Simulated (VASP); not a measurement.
# AlIn3As4 in VASP: notebook, part 2 of 2

VASP 6.6.1. Earlier steps stand in the parts before.

### 3 Single point, PBE

This run uses another cell than the first one, of the same volume but with other edges.

The input, INCAR:

```
SYSTEM = AlIn3As4
ALGO = Normal
EDIFF = 1E-6
ENCUT = 520
GGA = PE
ISIF = 2
ISMEAR = 0
LASPH = .True.
LCHARG = .False.
LREAL = .False.
LWAVE = .False.
NBANDS = 41
NELM = 60
PREC = Accurate
SIGMA = 0.2
```

The input, KPOINTS:

```
k-points
0
Gamma
  4 4 4
  0 0 0
```

The input, POSCAR:

```
AlIn3As4
1.0
    6.0644920000      0.0000000000      0.0000000000
    0.0000000000      6.0644920000      0.0000000000
   -3.0322460000     -3.0322460000      6.0593820000
Al In As
1 3 4
Direct
    0.0000000000      0.0000000000      0.0000000000
    0.7500000000      0.2500000000      0.5000000000
    0.5000000000      0.5000000000      1.0000000000
    0.2500000000      0.7500000000      0.5000000000
    0.1171520000      0.1171520000      0.7608590000
    0.8828480000      0.3562930000      0.2391410000
    0.6437070000      0.6437070000      0.7608590000
    0.3562930000      0.8828480000      0.2391410000
```

Potentials or basis: VASP PAW PBE potentials, release 64 (Al, In_d, As).

Started as:

```sh
cat potpaw_PBE.64/Al/POTCAR potpaw_PBE.64/In_d/POTCAR potpaw_PBE.64/As/POTCAR > POTCAR
mpirun -np 1 vasp_std > vasp.out
```

OUTCAR:

```text
SYSTEM = AlIn3As4
   EDIFF = 1E-6
   ENCUT = 520
   GGA = PE
   ISIF = 2
   ISMEAR = 0
   LASPH = .True.
   LREAL = .False.
   NELM = 60
   PREC = Accurate

 ion  position               nearest neighbor table
   1  0.000  0.000  0.000-   6 2.49   8 2.49   7 2.49   5 2.49
   2  0.750  0.250  0.500-   5 2.67   7 2.67   8 2.67   6 2.67
   3  0.500  0.500  0.000-   6 2.68   8 2.68   5 2.68   7 2.68
   4  0.250  0.750  0.500-   5 2.67   7 2.67   6 2.67   8 2.67
   5  0.117  0.117  0.761-   1 2.49   2 2.67   4 2.67   3 2.68
   6  0.883  0.356  0.239-   1 2.49   4 2.67   2 2.67   3 2.68
   7  0.644  0.644  0.761-   1 2.49   2 2.67   4 2.67   3 2.68
   8  0.356  0.883  0.239-   1 2.49   2 2.67   4 2.67   3 2.68

  LATTYP: Found a body centered tetragonal cell.
 ALAT       =     6.0644920000
 C/A-ratio  =     1.9983147805

  Lattice vectors:

 A1 = (   3.0322460000,  -3.0322460000,  -6.0593820000)
 A2 = (  -3.0322460000,   3.0322460000,  -6.0593820000)
 A3 = (   3.0322460000,   3.0322460000,   6.0593820000)

Analysis of symmetry for initial positions (statically):
=====================================================================
 Subroutine PRICEL returns:
 Original cell was already a primitive cell.

 Routine SETGRP: Setting up the symmetry group for a
 body centered tetragonal supercell.

 Subroutine GETGRP returns: Found  8 space group operations
 (whereof  8 operations were pure point group operations)
 out of a pool of 16 trial point group operations.

The static configuration has the point symmetry D_2d.

Analysis of symmetry for dynamics (positions and initial velocities):
=====================================================================
 Subroutine PRICEL returns:
 Original cell was already a primitive cell.

 Routine SETGRP: Setting up the symmetry group for a
 body centered tetragonal supercell.

 Subroutine GETGRP returns: Found  8 space group operations
 (whereof  8 operations were pure point group operations)
 out of a pool of 16 trial point group operations.

The dynamic configuration has the point symmetry D_2d.

 Subroutine INISYM returns: Found  8 space group operations
 (whereof  8 operations are pure point group operations),
 and found     1 'primitive' translations

----------------------------------------------------------------------------------------

                                     Primitive cell

  volume of cell :     222.8523

  direct lattice vectors                    reciprocal lattice vectors
     6.064492000  0.000000000  0.000000000     0.164894273  0.000000000  0.082516666
     0.000000000  6.064492000  0.000000000     0.000000000  0.164894273  0.082516666
    -3.032246000 -3.032246000  6.059382000     0.000000000  0.000000000  0.165033332

  length of vectors
     6.064492000  6.064492000  7.423283763     0.184388507  0.184388507  0.165033332

  position of ions in fractional coordinates (direct lattice)
     0.000000000  0.000000000  0.000000000
     0.750000000  0.250000000  0.500000000
     0.500000000  0.500000000  0.000000000
     0.250000000  0.750000000  0.500000000
     0.117152000  0.117152000  0.760859000
[... 49 lines left out ...]
  0.500000  0.500000  0.000000      2.000000
  0.000000  0.000000  0.250000      2.000000
  0.250000  0.000000  0.250000      8.000000
  0.500000  0.000000  0.250000      4.000000
  0.250000  0.250000  0.250000      4.000000
  0.500000  0.500000  0.250000      2.000000
  0.000000  0.000000  0.500000      1.000000
   k-points           NKPTS =     13   k-points in BZ     NKDIM =     13   number of bands    NBANDS=     41
   number of dos      NEDOS =    301   number of ions     NIONS =      8
   total plane-waves  NPLWV = 129024
   dimension x,y,z NGX =    48 NGY =   48 NGZ =   56
   dimension x,y,z NGXF=    96 NGYF=   96 NGZF=  112
   ions per type =               1   3   4
   NGX,Y,Z   is equivalent  to a cutoff of  13.16, 13.16, 12.54 a.u.
   NGXF,Y,Z  is equivalent  to a cutoff of  26.32, 26.32, 25.08 a.u.
 SYSTEM =  AlIn3As4
   PREC   = accura    normal or accurate (medium, high low for compatibility)
   ISTART =      0    job   : 0-new  1-cont  2-samecut
   ICHARG =      2    charge: 1-file 2-atom 10-const
   ISPIN  =      1    spin polarized calculation?
   LNONCOLLINEAR =      F non collinear calculations
   LSORBIT =      F    spin-orbit coupling
   LASPH  =      T    aspherical Exc in radial PAW
   ENCUT  =  520.0 eV  38.22 Ry    6.18 a.u.  11.28 11.28 13.80*2*pi/ulx,y,z
   NELM   =     60;   NELMIN=  2; NELMDL= -5     # of ELM steps
   EDIFF  = 0.1E-05   stopping-criterion for ELM
   LREAL  =      F    real-space projection
   EDIFFG = 0.1E-04   stopping-criterion for IOM
   NSW    =      0    number of steps for IOM
   IBRION =     -1    ionic relax: 0-MD 1-quasi-New 2-CG
   NFREE  =      0    steps in history (QN), initial steepest desc. (CG)
   ISIF   =      2    stress and relaxation
   ISYM   =      2    0-nonsym 1-usesym 2-fastsym
   POTIM  = 0.5000    time-step for ionic-motion
   TEBEG  =    0.0;   TEEND  =   0.0 temperature during run
   PSTRESS=    0.0 pullay stress
   NELECT =      62.0000    total number of electrons
   NUPDOWN=      -1.0000    fix difference up-down
   EMIN   =  10.00;   EMAX   =-10.00  energy-range for DOS
   EFERMI =   0.00;   METHOD = LEGACY
   ISMEAR =     0;   SIGMA  =   0.20  broadening in eV -4-tet -1-fermi 0-gaus
   EFERMI_NEDOS =   21; number of points for ismear=-14 and -15
   IALGO  =     38    algorithm
   IMIX   =      4    mixing-type and parameters
     AMIX     =   0.40;   BMIX     =  1.00
     AMIX_MAG =   1.60;   BMIX_MAG =  1.00
  volume/ion in A,a.u.               =      27.86       187.99
  Fermi-wavevector in a.u.,A,eV,Ry     =   1.068726  2.019599 15.540235  1.142175
  Thomas-Fermi vector in A             =   2.204383
   LORBIT       =      0    0 simple, 1 ext, 2 COOP (PROOUT), +10 PAW based schemes
   GGA     = PE    functional components
   LHFCALC =     F    Hartree Fock is set to
   AEXX    =    0.0000 exact exchange contribution
   IVDW    =     0    specifies the selected vdW correction
   LEPSILON=     F    determine dielectric tensor
   LRPA    =     F    only Hartree local field effects (RPA)
 non-spin polarized calculation
 Gauss-broadening in eV      SIGMA  =   0.20
  energy-cutoff  :      520.00
  volume of cell :      222.85
 maximum number of plane-waves:      6030
 NGX is ok and might be reduce to    48

 number of electron      62.0000010 magnetization

 Free energy of the ion-electron system (eV)
  ---------------------------------------------------
  ext. energy  EPLUGINS =         0.00000000
  ---------------------------------------------------
  free energy    TOTEN  =       -32.49032735 eV

  energy without entropy =      -32.48399465  energy(sigma->0) =      -32.48716100

 E-fermi :   3.9342     XC(G=0):  -8.8634

 val. band max:        3.8478731553   @ k =   0.0000   0.0000   0.0000
 cond. band min:       4.8352320630   @ k =   0.5000   0.5000   0.0000
 fundamental gap:      0.9873589077
 Fermi energy:         3.9342147899

 k-point     1 :       0.0000    0.0000    0.0000
  band No.  band energies     occupation
      1     -10.4669      2.00000
      2     -10.4551      2.00000
      3     -10.4551      2.00000
      4     -10.3519      2.00000
      5     -10.3439      2.00000
      6     -10.3439      2.00000
[... 561 lines left out ...]
     40       9.9333      0.00000
     41       9.9688      0.00000

------------------------ aborting loop because EDIFF is reached ----------------------------------------

  FORCE on cell =-STRESS in cart. coord.  units (eV):
  Direction    XX          YY          ZZ          XY          YZ          ZX
  --------------------------------------------------------------------------------------
  -------------------------------------------------------------------------------------
  Total        0.1842397      0.1842397      0.1737665      0.0000000     -0.0000000      0.0000000
  in kB        1.3245755      1.3245755      1.2492790      0.0000000     -0.0000000      0.0000000
  external PRESSURE =       1.2994767 kB  Pullay stress =       0.0000000 kB

 VOLUME and BASIS-vectors are now :
 -----------------------------------------------------------------------------
  energy-cutoff  :      520.00
  volume of cell :      222.85
      direct lattice vectors                 reciprocal lattice vectors
     6.064492000  0.000000000  0.000000000     0.164894273  0.000000000  0.082516666
     0.000000000  6.064492000  0.000000000     0.000000000  0.164894273  0.082516666
    -3.032246000 -3.032246000  6.059382000     0.000000000  0.000000000  0.165033332

 POSITION                                       TOTAL-FORCE (eV/Angst)
 -----------------------------------------------------------------------------------
      0.00000      0.00000      0.00000         0.000000      0.000000      0.000000
      3.03225      0.00000      3.02969         0.000000      0.000000      0.000000
      3.03225      3.03225      0.00000         0.000000      0.000000      0.000000
      0.00000      3.03225      3.02969         0.000000      0.000000      0.000000
     -1.59664     -1.59664      4.61034         0.001515      0.001515     -0.003505
      4.62889      1.43560      1.44905        -0.001515      0.001515      0.003505
      1.59664      1.59664      4.61034        -0.001515     -0.001515     -0.003505
      1.43560      4.62889      1.44905         0.001515     -0.001515      0.003505
 -----------------------------------------------------------------------------------
    total drift:                                0.000002      0.000002     -0.000001

  FREE ENERGIE OF THE ION-ELECTRON SYSTEM (eV)
  ---------------------------------------------------
  free  energy   TOTEN  =       -32.4903273482 eV

  energy  without entropy=      -32.4839946528  energy(sigma->0) =      -32.48716100
```

Run time: 76 s. Hardware: 1 thread of Intel Xeon Platinum 8559C (Emerald Rapids), shared host; peak memory 0.39 GiB.

Results:

- Free energy: -32.4903 eV
- Pressure: 0.1 GPa
- Largest force: 0.004 eV/Å

Forces in eV/Å, atoms in the order of the input:
```
Al   0.000  0.000  0.000
In   0.000  0.000  0.000
In   0.000  0.000  0.000
In   0.000  0.000  0.000
As   0.002  0.002 -0.004
As  -0.002  0.002  0.004
As  -0.002 -0.002 -0.004
As   0.002 -0.002  0.004
```

Caveat: spin-orbit coupling is left out, which moves the levels of the heavy elements.

### 4 Single point, PBE

This run uses another cell than the first one, of the same volume but with other edges.

The input, INCAR:

```
ALGO = Normal
EDIFF = 1E-6
ENCUT = 520
GGA = PE
ISIF = 2
ISMEAR = 0
LASPH = True
LCHARG = True
LELF = True
LREAL = False
LVHAR = True
LWAVE = False
NBANDS = 41
NELM = 100
PREC = Accurate
SIGMA = 0.2
```

The input, KPOINTS:

```
k-points
0
Gamma
  4 4 4
```

The input, POSCAR:

```
AlIn3As4
1.0
    6.0666661742     -0.0025682381      0.0005849860
   -0.0025211507      6.0661099288      0.0013134374
   -3.0315163043     -3.0304411439      6.0567548560
Al In As
1 3 4
Direct
    0.0002905022      0.0010069126      0.0004614518
    0.7499650318      0.2490560612      0.4996178130
    0.4992362004      0.5008057011      0.9996548385
    0.2502679555      0.7491547003      0.5006089413
    0.1174975367      0.1169772445      0.7606435928
    0.8820144222      0.3565303524      0.2387115516
    0.6450447001      0.6434725431      0.7607809574
    0.3556836512      0.8829964847      0.2395208536
```

Potentials or basis: VASP PAW PBE potentials, release 64 (Al, In_d, As).

Started as:

```sh
cat potpaw_PBE.64/Al/POTCAR potpaw_PBE.64/In_d/POTCAR potpaw_PBE.64/As/POTCAR > POTCAR
mpirun -np 1 vasp_std > vasp.out
```

OUTCAR:

```text
EDIFF = 1E-6
   ENCUT = 520
   GGA = PE
   ISIF = 2
   ISMEAR = 0
   LASPH = True
   LREAL = False
   NELM = 100
   PREC = Accurate

 ion  position               nearest neighbor table
   1  0.000  0.001  0.000-   6 2.49   5 2.49   8 2.49   7 2.50
   2  0.750  0.249  0.500-   8 2.66   5 2.67   6 2.67   7 2.67
   3  0.499  0.501  1.000-   5 2.68   8 2.68   7 2.68   6 2.69
   4  0.250  0.749  0.501-   6 2.67   5 2.67   7 2.67   8 2.67
[... 1277 lines left out ...]
  Total        0.1441874      0.1519363      0.1697668      0.0336034     -0.0004264     -0.0030831
  in kB        1.0362623      1.0919526      1.2200987      0.2415050     -0.0030648     -0.0221577
  external PRESSURE =       1.1161046 kB  Pullay stress =       0.0000000 kB

 VOLUME and BASIS-vectors are now :
 -----------------------------------------------------------------------------
  energy-cutoff  :      520.00
  volume of cell :      222.93
      direct lattice vectors                 reciprocal lattice vectors
     6.066666174 -0.002568238  0.000584986     0.164827242  0.000050636  0.082524377
    -0.002521151  6.066109929  0.001313437     0.000061824  0.164832455  0.082503335
    -3.031516304 -3.030441144  6.056754856    -0.000015933 -0.000035750  0.165079054

 POSITION                                       TOTAL-FORCE (eV/Angst)
 -----------------------------------------------------------------------------------
      0.00036      0.00471      0.00280        -0.000219     -0.006166     -0.006404
      3.03456     -0.00519      3.02683         0.004577      0.005216     -0.000830
     -0.00303      0.00727      6.05561         0.012147     -0.000141      0.003261
     -0.00120      3.02675      3.03320         0.007462      0.004533     -0.004658
     -1.59338     -1.59579      4.60725        -0.002067      0.000848      0.003025
      4.62633      1.43709      1.44680        -0.002984     -0.000430      0.008405
      1.60533      1.59622      4.60909        -0.025127      0.001219      0.001120
      1.42948      4.62959      1.45209         0.006210     -0.005078     -0.003920
 -----------------------------------------------------------------------------------
    total drift:                                0.000035      0.000170      0.000067

  FREE ENERGIE OF THE ION-ELECTRON SYSTEM (eV)
  ---------------------------------------------------
  free  energy   TOTEN  =       -32.4901618801 eV

  energy  without entropy=      -32.4838193748  energy(sigma->0) =      -32.48699063
```

stdout:

```text
POSCAR found type information on POSCAR AlInAs
 POSCAR found :  3 types and       8 ions
 scaLAPACK will be used
 LDA part: xc-table for (Slater+PW92), standard interpolation
 POSCAR, INCAR and KPOINTS ok, starting setup
 FFT: planning ... GRIDC
 FFT: planning ... GRID_SOFT
 FFT: planning ... GRID
 WAVECAR not read
 entering main loop
```

It took 3.5 min on 1 thread of Intel Xeon Platinum 8559C (Emerald Rapids), shared host; peak memory 0.51 GiB.

What came out:

```yaml
Free_energy: -32.4902 eV
Pressure: 0.1 GPa
Largest_force: 0.025 eV/Å
```

Forces in eV/Å, atoms in the order of the input:
```
Al   0.000 -0.006 -0.006
In   0.005  0.005 -0.001
In   0.012  0.000  0.003
In   0.007  0.005 -0.005
As  -0.002  0.001  0.003
As  -0.003  0.000  0.008
As  -0.025  0.001  0.001
As   0.006 -0.005 -0.004
```

Caveat: spin-orbit coupling is left out, which moves the levels of the heavy elements.

### 5 The runs side by side

```tsv
cell	smearing	pressure (GPa)
a = 7.423 Å, angles 131.8, 131.8, 70.6°, 8 atoms	gaussian 0.1 eV	0.1
a = 6.064, b = 6.064, c = 7.423 Å, angles 114.1, 114.1, 90.0°, 8 atoms	gaussian 0.2 eV	0.1
a = 6.067, b = 6.066, c = 7.420 Å, angles 114.1, 114.1, 90.0°, 8 atoms	gaussian 0.2 eV	0.1
```

Alike in all rows: task single point; level PBE; potentials or basis VASP PAW PBE potentials, release 64 (Al, In_d, As); no spin polarisation; k mesh 4 × 4 × 4; cutoff (eV) 520.

Caveats: some runs use coarse meshes; spin-orbit coupling is left out, which moves the levels of the heavy elements.

Absolute energies hang on the potentials; compare differences alone.
